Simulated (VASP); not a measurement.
# In5GaAs6 (P-4m2) in VASP: a series of runs

The runs below take In5GaAs6 through single point, relaxation of cell and atoms, with PBE.

All numbers are computed with VASP 6.6.1; they aren't measurements. Logs are shortened: lines on timing, memory, paths and dates and some standing lists are left out, and cuts for length are marked.

## 1. The cell of the first run

It takes space group P-4m2 (No. 115, tetragonal). Conventional cell: a = 4.359 Å, b = 4.359 Å, c = 18.162 Å, α = 90.00°, β = 90.00°, γ = 90.00°. In (site symmetry 2mm) has 4 As at 2.67 to 2.68 Å within 3.5 Å. Within 3.5 Å of In (site symmetry 2mm) lie 4 As at 2.67 Å. In (site symmetry -4m2) has 4 As at 2.67 Å within 3.5 Å. Ga (site symmetry -4m2) has 4 As at 2.56 Å within 3.4 Å. Within 3.5 Å of As (site symmetry 2mm) lie 4 In at 2.67 Å. As (site symmetry 2mm) has 4 In at 2.67 Å within 3.5 Å. Within 3.4 Å of As (site symmetry 2mm) lie 2 Ga at 2.56 Å and 2 In at 2.68 Å.

## 2. Single point, PBE

Contents of INCAR:

```
PREC = Accurate ; ENCUT = 520
EDIFF = 1E-6 ; ISMEAR = 0
SIGMA = 0.1 ; LREAL = False
LASPH = True ; NELM = 60
ALGO = Normal ; ISIF = 2
LWAVE = False ; LCHARG = False
GGA = PE ; NBANDS = 66
```

Contents of KPOINTS:

```
regular mesh
0
Gamma
  4 4 1
```

Contents of POSCAR:

```
In5GaAs6
1.0
    4.3594901631      0.0000000000      0.0000000000
    0.0000000000      4.3594901631      0.0000000000
    0.0000000000      0.0000000000     18.1624187636
In Ga As
5 1 6
Direct
    0.5000000000      0.5000000000      0.1592539008
    0.0000000000      0.0000000000      0.3295889694
    0.5000000000      0.5000000000      0.5000000000
    0.0000000000      0.0000000000      0.6704110306
    0.5000000000      0.5000000000      0.8407460992
    0.0000000000      0.0000000000      0.0000000000
    0.5000000000      0.0000000000      0.2443921214
    0.0000000000      0.5000000000      0.4147838025
    0.5000000000      0.0000000000      0.5852161975
    0.0000000000      0.5000000000      0.7556078786
    0.5000000000      0.0000000000      0.9264417137
    0.0000000000      0.5000000000      0.0735582863
```

Potentials or basis: VASP PAW PBE potentials, release 64 (In_d, Ga_d, As).

The run is started by

```sh
$ cat potpaw_PBE.64/In_d/POTCAR potpaw_PBE.64/Ga_d/POTCAR potpaw_PBE.64/As/POTCAR > POTCAR
$ mpirun -np 1 vasp_std > vasp.out
```

OUTCAR:

```text
PREC = Accurate
   ENCUT = 520
   EDIFF = 1E-6
   ISMEAR = 0
   LREAL = False
   LASPH = True
   NELM = 60
   ISIF = 2
   GGA = PE

 ion  position               nearest neighbor table
   1  0.500  0.500  0.159-   7 2.67   7 2.67  12 2.68  12 2.68
   2  0.000  0.000  0.330-   8 2.67   8 2.67   7 2.67   7 2.67
   3  0.500  0.500  0.500-   8 2.67   9 2.67   9 2.67   8 2.67
   4  0.000  0.000  0.670-   9 2.67   9 2.67  10 2.67  10 2.67
   5  0.500  0.500  0.841-  10 2.67  10 2.67  11 2.68  11 2.68
   6  0.000  0.000  0.000-  11 2.56  12 2.56  12 2.56  11 2.56
   7  0.500  0.000  0.244-   1 2.67   1 2.67   2 2.67   2 2.67
   8  0.000  0.500  0.415-   2 2.67   2 2.67   3 2.67   3 2.67
   9  0.500  0.000  0.585-   4 2.67   4 2.67   3 2.67   3 2.67
  10  0.000  0.500  0.756-   5 2.67   5 2.67   4 2.67   4 2.67
  11  0.500  0.000  0.926-   6 2.56   6 2.56   5 2.68   5 2.68
  12  0.000  0.500  0.074-   6 2.56   6 2.56   1 2.68   1 2.68

  LATTYP: Found a simple tetragonal cell.
 ALAT       =     4.3594901631
 C/A-ratio  =     4.1661795495

  Lattice vectors:

 A1 = (   4.3594901631,   0.0000000000,   0.0000000000)
 A2 = (   0.0000000000,   4.3594901631,   0.0000000000)
 A3 = (   0.0000000000,   0.0000000000,  18.1624187636)

Analysis of symmetry for initial positions (statically):
=====================================================================
 Subroutine PRICEL returns:
 Original cell was already a primitive cell.

 Routine SETGRP: Setting up the symmetry group for a
 simple tetragonal supercell.

 Subroutine GETGRP returns: Found  8 space group operations
 (whereof  8 operations were pure point group operations)
 out of a pool of 16 trial point group operations.

The static configuration has the point symmetry D_2d.

Analysis of symmetry for dynamics (positions and initial velocities):
=====================================================================
 Subroutine PRICEL returns:
 Original cell was already a primitive cell.

 Routine SETGRP: Setting up the symmetry group for a
 simple tetragonal supercell.

 Subroutine GETGRP returns: Found  8 space group operations
 (whereof  8 operations were pure point group operations)
 out of a pool of 16 trial point group operations.

The dynamic configuration has the point symmetry D_2d.

 Subroutine INISYM returns: Found  8 space group operations
 (whereof  8 operations are pure point group operations),
 and found     1 'primitive' translations

----------------------------------------------------------------------------------------

                                     Primitive cell

  volume of cell :     345.1796

  direct lattice vectors                    reciprocal lattice vectors
     4.359490163  0.000000000  0.000000000     0.229384621  0.000000000  0.000000000
     0.000000000  4.359490163  0.000000000     0.000000000  0.229384621  0.000000000
     0.000000000  0.000000000 18.162418764     0.000000000  0.000000000  0.055058746

  length of vectors
     4.359490163  4.359490163 18.162418764     0.229384621  0.229384621  0.055058746

  position of ions in fractional coordinates (direct lattice)
     0.500000000  0.500000000  0.159253901
     0.000000000  0.000000000  0.329588969
     0.500000000  0.500000000  0.500000000
     0.000000000  0.000000000  0.670411031
     0.500000000  0.500000000  0.840746099
     0.000000000  0.000000000  0.000000000
     0.500000000  0.000000000  0.244392121
     0.000000000  0.500000000  0.414783802
     0.500000000  0.000000000  0.585216198
     0.000000000  0.500000000  0.755607879
     0.500000000  0.000000000  0.926441714
     0.000000000  0.500000000  0.073558286

  ion indices of the primitive-cell ions
   primitive index   ion index
                 1           1
                 2           2
                 3           3
                 4           4
                 5           5
                 6           6
                 7           7
                 8           8
                 9           9
                10          10
                11          11
                12          12

----------------------------------------------------------------------------------------

 KPOINTS: regular mesh

Automatic generation of k-mesh.
 Grid dimensions read from file:
 generate k-points for:    4    4    1

 Generating k-lattice:

  Cartesian coordinates                     Fractional coordinates (reciprocal lattice)
     0.057346155  0.000000000  0.000000000     0.250000000  0.000000000  0.000000000
     0.000000000  0.057346155  0.000000000     0.000000000  0.250000000  0.000000000
     0.000000000  0.000000000  0.055058746     0.000000000  0.000000000  1.000000000

  Length of vectors
     0.057346155  0.057346155  0.055058746

  Shift w.r.t. Gamma in fractional coordinates (k-lattice)
     0.000000000  0.000000000  0.000000000

 Subroutine IBZKPT returns following result:
 ===========================================

 Found      6 irreducible k-points:

 Following reciprocal coordinates:
            Coordinates               Weight
  0.000000  0.000000  0.000000      1.000000
  0.250000  0.000000  0.000000      4.000000
  0.500000  0.000000  0.000000      2.000000
  0.250000  0.250000  0.000000      4.000000
  0.500000  0.250000  0.000000      4.000000
  0.500000  0.500000  0.000000      1.000000
   k-points           NKPTS =      6   k-points in BZ     NKDIM =      6   number of bands    NBANDS=     66
   number of dos      NEDOS =    301   number of ions     NIONS =     12
   total plane-waves  NPLWV = 143360
   dimension x,y,z NGX =    32 NGY =   32 NGZ =  140
   dimension x,y,z NGXF=    64 NGYF=   64 NGZF=  280
   ions per type =               5   1   6
   NGX,Y,Z   is equivalent  to a cutoff of  12.20, 12.20, 12.81 a.u.
   NGXF,Y,Z  is equivalent  to a cutoff of  24.41, 24.41, 25.63 a.u.
 SYSTEM =  unknown system
   PREC   = accura    normal or accurate (medium, high low for compatibility)
   ISTART =      0    job   : 0-new  1-cont  2-samecut
   ICHARG =      2    charge: 1-file 2-atom 10-const
   ISPIN  =      1    spin polarized calculation?
   LNONCOLLINEAR =      F non collinear calculations
   LSORBIT =      F    spin-orbit coupling
   LASPH  =      T    aspherical Exc in radial PAW
   ENCUT  =  520.0 eV  38.22 Ry    6.18 a.u.   8.11  8.11 33.77*2*pi/ulx,y,z
   NELM   =     60;   NELMIN=  2; NELMDL= -5     # of ELM steps
   EDIFF  = 0.1E-05   stopping-criterion for ELM
   LREAL  =      F    real-space projection
   EDIFFG = 0.1E-04   stopping-criterion for IOM
   NSW    =      0    number of steps for IOM
   IBRION =     -1    ionic relax: 0-MD 1-quasi-New 2-CG
   NFREE  =      0    steps in history (QN), initial steepest desc. (CG)
   ISIF   =      2    stress and relaxation
   ISYM   =      2    0-nonsym 1-usesym 2-fastsym
   POTIM  = 0.5000    time-step for ionic-motion
   TEBEG  =    0.0;   TEEND  =   0.0 temperature during run
   PSTRESS=    0.0 pullay stress
   NELECT =     108.0000    total number of electrons
   NUPDOWN=      -1.0000    fix difference up-down
   EMIN   =  10.00;   EMAX   =-10.00  energy-range for DOS
   EFERMI =   0.00;   METHOD = LEGACY
   ISMEAR =     0;   SIGMA  =   0.10  broadening in eV -4-tet -1-fermi 0-gaus
   EFERMI_NEDOS =   21; number of points for ismear=-14 and -15
   IALGO  =     38    algorithm
   IMIX   =      4    mixing-type and parameters
     AMIX     =   0.40;   BMIX     =  1.00
     AMIX_MAG =   1.60;   BMIX_MAG =  1.00
  volume/ion in A,a.u.               =      28.76       194.12
  Fermi-wavevector in a.u.,A,eV,Ry     =   1.111393  2.100229 16.805845  1.235195
  Thomas-Fermi vector in A             =   2.247956
   LORBIT       =      0    0 simple, 1 ext, 2 COOP (PROOUT), +10 PAW based schemes
   GGA     = PE    functional components
   LHFCALC =     F    Hartree Fock is set to
   AEXX    =    0.0000 exact exchange contribution
   IVDW    =     0    specifies the selected vdW correction
   LEPSILON=     F    determine dielectric tensor
   LRPA    =     F    only Hartree local field effects (RPA)
 non-spin polarized calculation
 Gauss-broadening in eV      SIGMA  =   0.10
  energy-cutoff  :      520.00
  volume of cell :      345.18
 maximum number of plane-waves:      9408
   NGX = 17   NGY = 17   NGZ = 67

 number of electron     107.9999978 magnetization

 Free energy of the ion-electron system (eV)
  ---------------------------------------------------
  ext. energy  EPLUGINS =         0.00000000
  ---------------------------------------------------
  free energy    TOTEN  =       -46.49957244 eV

  energy without entropy =      -46.49005781  energy(sigma->0) =      -46.49481512

 E-fermi :   3.7862     XC(G=0):  -8.8551

 val. band max:        3.7717808090   @ k =   0.0000   0.0000   0.0000
 cond. band min:       4.7349791378   @ k =   0.5000   0.0000   0.0000
 fundamental gap:      0.9631983289
 Fermi energy:         3.7861598943

 k-point     1 :       0.0000    0.0000    0.0000
  band No.  band energies     occupation
      1     -10.9900      2.00000
      2     -10.9594      2.00000
      3     -10.9594      2.00000
      4     -10.9423      2.00000
      5     -10.8904      2.00000
      6     -10.6529      2.00000
[... 58 lines left out ...]
     65       6.6991      0.00000
     66       7.6081      0.00000

 k-point     2 :       0.2500    0.0000    0.0000
  band No.  band energies     occupation
      1     -10.9890      2.00000
      2     -10.9647      2.00000
      3     -10.9589      2.00000
      4     -10.9378      2.00000
      5     -10.8928      2.00000
      6     -10.6386      2.00000
[... 58 lines left out ...]
     65       8.0006      0.00000
     66       8.1685      0.00000

 k-point     3 :       0.5000    0.0000    0.0000
  band No.  band energies     occupation
      1     -10.9919      2.00000
      2     -10.9664      2.00000
      3     -10.9584      2.00000
      4     -10.9329      2.00000
      5     -10.8952      2.00000
      6     -10.6152      2.00000
[... 58 lines left out ...]
     65       8.4149      0.00000
     66       8.4604      0.00000

 k-point     4 :       0.2500    0.2500    0.0000
  band No.  band energies     occupation
      1     -10.9892      2.00000
      2     -10.9779      2.00000
      3     -10.9459      2.00000
      4     -10.9363      2.00000
      5     -10.8953      2.00000
      6     -10.6386      2.00000
[... 58 lines left out ...]
     65       8.2519      0.00000
     66       8.5304      0.00000

 k-point     5 :       0.5000    0.2500    0.0000
  band No.  band energies     occupation
      1     -10.9930      2.00000
      2     -10.9835      2.00000
      3     -10.9400      2.00000
      4     -10.9318      2.00000
      5     -10.8978      2.00000
      6     -10.6373      2.00000
[... 58 lines left out ...]
     65       8.1003      0.00000
     66       8.1301      0.00000

 k-point     6 :       0.5000    0.5000    0.0000
  band No.  band energies     occupation
      1     -10.9943      2.00000
      2     -10.9943      2.00000
      3     -10.9323      2.00000
      4     -10.9262      2.00000
      5     -10.9004      2.00000
      6     -10.6602      2.00000
[... 58 lines left out ...]
     65       7.1965      0.00000
     66       7.2073      0.00000

------------------------ aborting loop because EDIFF is reached ----------------------------------------

  FORCE on cell =-STRESS in cart. coord.  units (eV):
  Direction    XX          YY          ZZ          XY          YZ          ZX
  --------------------------------------------------------------------------------------
  -------------------------------------------------------------------------------------
  Total       -0.0556816     -0.0556816     -0.0337318      0.0000000      0.0000000      0.0000000
  in kB       -0.2584502     -0.2584502     -0.1565686      0.0000000      0.0000000      0.0000000
  external PRESSURE =      -0.2244896 kB  Pullay stress =       0.0000000 kB

 VOLUME and BASIS-vectors are now :
 -----------------------------------------------------------------------------
  energy-cutoff  :      520.00
  volume of cell :      345.18
      direct lattice vectors                 reciprocal lattice vectors
     4.359490163  0.000000000  0.000000000     0.229384621  0.000000000  0.000000000
     0.000000000  4.359490163  0.000000000     0.000000000  0.229384621  0.000000000
     0.000000000  0.000000000 18.162418764     0.000000000  0.000000000  0.055058746

 POSITION                                       TOTAL-FORCE (eV/Angst)
 -----------------------------------------------------------------------------------
      2.17975      2.17975      2.89244        -0.000000     -0.000000     -0.007619
      0.00000      0.00000      5.98613         0.000000     -0.000000     -0.001044
      2.17975      2.17975      9.08121        -0.000000      0.000000      0.000000
      0.00000      0.00000     12.17629         0.000000     -0.000000      0.001044
      2.17975      2.17975     15.26998        -0.000000     -0.000000      0.007619
      0.00000      0.00000      0.00000        -0.000000     -0.000000      0.000000
      2.17975      0.00000      4.43875        -0.000000     -0.000000      0.000604
      0.00000      2.17975      7.53348         0.000000     -0.000000      0.000610
      2.17975      0.00000     10.62894        -0.000000     -0.000000     -0.000610
      0.00000      2.17975     13.72367        -0.000000     -0.000000     -0.000604
      2.17975      0.00000     16.82642         0.000000     -0.000000      0.024775
      0.00000      2.17975      1.33600        -0.000000     -0.000000     -0.024775
 -----------------------------------------------------------------------------------
    total drift:                                0.000000     -0.000000      0.000000

  FREE ENERGIE OF THE ION-ELECTRON SYSTEM (eV)
  ---------------------------------------------------
  free  energy   TOTEN  =       -46.4995724377 eV

  energy  without entropy=      -46.4900578088  energy(sigma->0) =      -46.49481512
```

Run time: 95 s. Hardware: 1 thread of Intel Xeon 6975P-C (Granite Rapids), shared host; peak memory 0.41 GiB.

What came out:

```yaml
Free_energy: -46.4996 eV
Pressure: 0.0 GPa
Largest_force: 0.025 eV/Å
```

Forces on the atoms (eV/Å):
```
In   0.000  0.000 -0.008
In   0.000  0.000 -0.001
In   0.000  0.000  0.000
In   0.000  0.000  0.001
In   0.000  0.000  0.008
Ga   0.000  0.000  0.000
As   0.000  0.000  0.001
As   0.000  0.000  0.001
As   0.000  0.000 -0.001
As   0.000  0.000 -0.001
As   0.000  0.000  0.025
As   0.000  0.000 -0.025
```

Levels at points of the mesh, in eV from the Fermi level:
```csv
k point,band 50,band 51,band 52,band 53,band 54,band 55,band 56,band 57,band 58,band 59
"(0.00, 0.00, 0.00)",-0.75,-0.75,-0.56,-0.04,-0.04,-0.01,1.38,1.46,1.78,1.97
"(0.50, 0.00, 0.00)",-0.98,-0.95,-0.93,-0.92,-0.92,0.95,1.34,1.36,1.40,2.23
"(0.50, 0.50, 0.00)",-2.53,-2.17,-2.15,-2.15,-2.08,1.64,1.64,1.96,2.05,3.12
```

Caveat: the k points lie up to 0.36 Å⁻¹ apart; spin-orbit coupling is left out, which moves the levels of the heavy elements.

## 3. Single point, PBE

This run uses another cell than the first one, of 24.11 Å³/atom, 0.838 times its volume.

Contents of INCAR:

```
PREC = Accurate
ENCUT = 520
EDIFF = 1E-7
ISMEAR = 0
SIGMA = 0.1
LREAL = False
LASPH = True
NELM = 80
ALGO = Normal
ISIF = 2
LWAVE = False
LCHARG = False
GGA = PE
NBANDS = 66
```

KPOINTS is that of step 2.

Contents of POSCAR:

```
In5GaAs6
1.0
    4.0854681200      0.0000000000      0.0000000000
    0.0000000000      4.0854681200      0.0000000000
    0.0000000000      0.0000000000     17.3331732800
In Ga As
5 1 6
Direct
    0.5000000000      0.5000000000      0.1666666700
    0.0000000000      0.0000000000      0.3333333300
    0.5000000000      0.5000000000      0.5000000000
    0.0000000000      0.0000000000      0.6666666700
    0.5000000000      0.5000000000      0.8333333300
    0.0000000000      0.0000000000      0.0000000000
    0.5000000000      0.0000000000      0.2500000000
    0.0000000000      0.5000000000      0.4166666700
    0.5000000000      0.0000000000      0.5833333300
    0.0000000000      0.5000000000      0.7500000000
    0.5000000000      0.0000000000      0.9166666700
    0.0000000000      0.5000000000      0.0833333300
```

Potentials or basis: VASP PAW PBE potentials, release 64 (In_d, Ga_d, As).

The run is started by

```sh
$ cat potpaw_PBE.64/In_d/POTCAR potpaw_PBE.64/Ga_d/POTCAR potpaw_PBE.64/As/POTCAR > POTCAR
$ mpirun -np 1 vasp_std > vasp.out
```

Run time: 1.8 min. Hardware: 1 thread of Intel Xeon 6975P-C (Granite Rapids), shared host; peak memory 0.39 GiB.

Results (log left out):

```yaml
Free_energy: -44.2306 eV
Pressure: 13.5 GPa
Largest_force: 1.610 eV/Å
Band_gap_on_the_k_mesh: 0.40 eV, direct
```

Forces on the atoms (eV/Å):
```
In   0.000  0.000 -0.107
In   0.000  0.000  0.000
In   0.000  0.000  0.000
In   0.000  0.000  0.000
In   0.000  0.000  0.107
Ga   0.000  0.000  0.000
As   0.000  0.000  0.001
As   0.000  0.000  0.000
As   0.000  0.000  0.000
As   0.000  0.000 -0.001
As   0.000  0.000  1.610
As   0.000  0.000 -1.610
```

Stress tensor (GPa, compression positive):
```
13.80  0.00  0.00
 0.00 13.80  0.00
 0.00  0.00 12.84
```

Levels at points of the mesh, in eV from the valence-band top:
```tsv
k point	band 51	band 52	band 53	band 54	band 55	band 56	band 57	band 58
(0.00, 0.00, 0.00)	-0.99	-0.01	0.00	0.00	0.40	1.32	1.60	1.65
(0.50, 0.00, 0.00)	-1.24	-1.22	-1.21	-1.13	1.38	1.82	1.85	1.91
(0.50, 0.50, 0.00)	-2.79	-2.78	-2.78	-2.75	1.32	1.32	1.78	2.07
```

Caveat: spin-orbit coupling is left out, which moves the levels of the heavy elements; forces of over 1 eV/Å act on the atoms, so gaps and moduli don't describe the material at rest.

(Part 1 of 2 ends here.)
